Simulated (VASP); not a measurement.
Wanted: the native input for a VASP 6.6.1 run.

| Quantity | Value |
| --- | --- |
| Task | single point |
| Functional | PBE |
| Potentials or basis | VASP PAW PBE potentials, release 64 (Sn_d, O) |
| Cutoff | 520 eV |
| k mesh | 6 × 6 × 8 |
| Occupations | gaussian, width 0.02 eV |
| Spin | no spin polarisation |
| Dipole correction | no |
| Further INCAR settings | ALGO = Normal; EDIFF = 1e-07; NBANDS = 35 |

The structure of SnO2 lies in POSCAR:

```
SnO2
1.0
    4.8271903476      0.0000000000      0.0000000000
    0.0000000000      4.8271903476      0.0000000000
    0.0000000000      0.0000000000      3.2381522477
Sn O
2 4
Direct
    0.5000000000      0.5000000000      0.5000000000
    0.0000000000      0.0000000000      0.0000000000
    0.1934234767      0.8065765233      0.5000000000
    0.8065765233      0.1934234767      0.5000000000
    0.3065765233      0.3065765233      0.0000000000
    0.6934234767      0.6934234767      0.0000000000
```

The input as run:

INCAR

```
SYSTEM = SnO2
PREC     = Accurate       ! precision mode
ENCUT    = 520            ! plane-wave cutoff, eV
EDIFF    = 1E-7           ! SCF threshold, eV
ISMEAR   = 0              ! smearing method
SIGMA    = 0.02           ! smearing width, eV
LREAL    = .FALSE.        ! projectors in reciprocal space
LASPH    = .TRUE.         ! aspherical terms in the spheres
NELM     = 100            ! most SCF steps
ALGO     = Normal         ! electronic algorithm
ISIF     = 2              ! what is computed and relaxed
LWAVE    = .FALSE.        ! write WAVECAR
LCHARG   = .FALSE.        ! write CHGCAR
GGA      = PE             ! functional
NBANDS   = 35             ! bands
```

KPOINTS

```
regular mesh
0
G
  6 6 8
  0 0 0
```

Potentials or basis: VASP PAW PBE potentials, release 64 (Sn_d, O).

Run with:

```sh
$ cat potpaw_PBE.64/Sn_d/POTCAR potpaw_PBE.64/O/POTCAR > POTCAR
$ mpirun -np 1 vasp_std > vasp.out
```

Results of the run:

```yaml
Pressure: 0.6 GPa
Largest_force: 0.017 eV/Å
Band_gap_on_the_k_mesh: 0.67 eV
```

Caveat: spin-orbit coupling is left out, which moves the levels of the heavy elements.

Wall time 2 min on 1 thread of Intel Xeon 8259CL, on a shared host, peak memory 0.24 GiB.
